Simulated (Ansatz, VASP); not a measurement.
# Two plane-wave programs on TiIn5

The input INCAR:

```
SYSTEM = TiIn5
  ALGO = Fast
  EDIFF = 1E-6
  ENCUT = 520
  GGA = PE
  ISIF = 2
  ISMEAR = 0
  ISPIN = 2
  LASPH = .True.
  LCHARG = .True.
  LELF = .True.
  LMAXMIX = 4
  LORBIT = 11
  LREAL = .False.
  LVHAR = .True.
  LWAVE = .False.
  MAGMOM = 1 0 0 0 0 0
  NBANDS = 52
  NELM = 150
  PREC = Accurate
  SIGMA = 0.1
```

Contents of KPOINTS:

```
k-points
0
Gamma
  3 3 4
  0 0 0
```

File POSCAR:

```
TiIn5
1.0
    5.9409522907      0.0000000000      0.0000000000
   -2.9704761454      5.1450156064      0.0000000000
    0.0000000000      0.0000000000      4.8001527256
Ti In
1 5
Direct
    0.0000000000      0.0000000000      0.5000000000
    0.6666666667      0.3333333333      0.5000000000
    0.3076578456      0.0000000000      0.0000000000
    0.6923421544      0.6923421544      0.0000000000
    0.0000000000      0.3076578456      0.0000000000
    0.3333333333      0.6666666667      0.5000000000
```

Input for Ansatz:

```yaml
crystal:
  lattice:
    - [5.9409522907, 0.0, 0.0]
    - [-2.9704761454, 5.1450156064, 0.0]
    - [0.0, 0.0, 4.8001527256]
  atoms:
    - { symbol: Ti, position: [0.0, 0.0, 0.5], spin: 1.0 }
    - { symbol: In, position: [0.6666666667, 0.3333333333, 0.5] }
    - { symbol: In, position: [0.3076578456, 0.0, 0.0] }
    - { symbol: In, position: [0.6923421544, 0.6923421544, 0.0] }
    - { symbol: In, position: [0.0, 0.3076578456, 0.0] }
    - { symbol: In, position: [0.3333333333, 0.6666666667, 0.5] }
basis:
  ecutwfc: 420
kpoints:
  mp_grid: { grid: [3, 3, 4] }
hamiltonian:
  xc: pbe
scf:
  occupations: { method: gaussian, width: 0.1 }
  lower_state_search: "off"
output:
  forces: true
  stress: true
  eigenvalues: true
  populations: true
magnetization:
  spin_polarized: true
```

Change from the starting cell: species swapped into the Mg5Cu type (P-62m, No. 189).

Alike in both runs: task single point; functional PBE; k mesh 3 × 3 × 4; occupations gaussian, width 0.1 eV; collinear spin.

```csv
,VASP,Ansatz
version,VASP 6.6.1,Ansatz 0.2.0
potentials or method,"VASP PAW PBE potentials, release 64 (Ti_sv, In_d), cutoff 520 eV","scalar-relativistic, plane waves, PAW"
valence electrons in the cell,77,77
```

```csv
,VASP,Ansatz,Ansatz less VASP
gap on the k mesh at the Fermi level (eV),none,none,-
pressure (GPa),0.6,0.6,+0.05
"traceless stress, the component that is largest in VASP (GPa)",0.51,0.50,-0.005
net moment per atom (μB),0.24,0.24,-0.002
size of the moment on the site where the two differ most (μB),1.04,1.10,+0.067
```

Site moments also hang on the region over which each program counts them. A gap of «none» marks a metal or a gap that the smearing closes.

The k mesh is coarse, so the values compare programs but aren't converged.
